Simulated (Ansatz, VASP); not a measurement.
Two plane-wave programs on Co

The input INCAR:

```
  PREC = Accurate
  ENCUT = 520
  EDIFF = 1E-7
  ISMEAR = 0
  SIGMA = 0.05
  LREAL = F
  LASPH = T
  NELM = 150
  ALGO = Fast
  ISIF = 2
  LWAVE = F
  LCHARG = F
  ISPIN = 2
  MAGMOM = 3 3
  LORBIT = 11
  LMAXMIX = 4
  GGA = PS
  NBANDS = 20
```

File KPOINTS:

```
Automatic mesh
0
Gamma
  15 15 8
```

Contents of POSCAR:

```
Co
1.0
    2.5074000000      0.0000000000      0.0000000000
   -1.2537000000      2.1714720974      0.0000000000
    0.0000000000      0.0000000000      4.0699000000
Co
2
Direct
    0.3333333333      0.6666666667      0.2500000000
    0.6666666667      0.3333333333      0.7500000000
```

Input for Ansatz:

```yaml
crystal:
  lattice:
    - [2.5074, 0.0, 0.0]
    - [-1.2537, 2.1714720974, 0.0]
    - [0.0, 0.0, 4.0699]
  atoms:
    - { symbol: Co, position: [0.3333333333, 0.6666666667, 0.25], spin: 3.0 }
    - { symbol: Co, position: [0.6666666667, 0.3333333333, 0.75], spin: 3.0 }
magnetization:
  spin_polarized: true
basis:
  ecutwfc: 420
  fft_grid_basis: typed
kpoints:
  mp_grid: { grid: [15, 15, 8] }
hamiltonian:
  xc: pbesol
scf:
  occupations: { method: gaussian, width: 0.05 }
output:
  forces: true
  stress: true
  eigenvalues: true
  bader: true
  write_density: true
  volumetric_format: npy
  populations: true
  elf: true
```

Alike in both runs: task single point; functional PBEsol; k mesh 15 × 15 × 8; occupations gaussian, width 0.05 eV; collinear spin.

|  | VASP | Ansatz |
| --- | --- | --- |
| version | VASP 6.6.1 | Ansatz 0.2.0 |
| potentials or method | VASP PAW PBE potentials, release 64 (Co), cutoff 520 eV | scalar-relativistic, plane waves, PAW |
| valence electrons in the cell | 18 | 34 |

|  | VASP | Ansatz | Ansatz less VASP |
| --- | --- | --- | --- |
| gap on the k mesh at the Fermi level (eV) | none | none | - |
| pressure (GPa) | -14.1 | -13.6 | +0.51 |
| traceless stress, the component that is largest in VASP (GPa) | -0.79 | -0.67 | +0.115 |
| net moment per atom (μB) | 1.64 | 1.64 | +0.006 |
| size of the moment on the site where the two differ most (μB) | 1.65 | 1.71 | +0.059 |

VASP's potentials were made for PBE, not for PBEsol. Site moments also hang on the region over which each program counts them. A gap of «none» marks a metal or a gap that the smearing closes. VASP's potentials hold 18 valence electrons a cell and Ansatz's 34, so a difference there can come from the potentials and not from the codes.
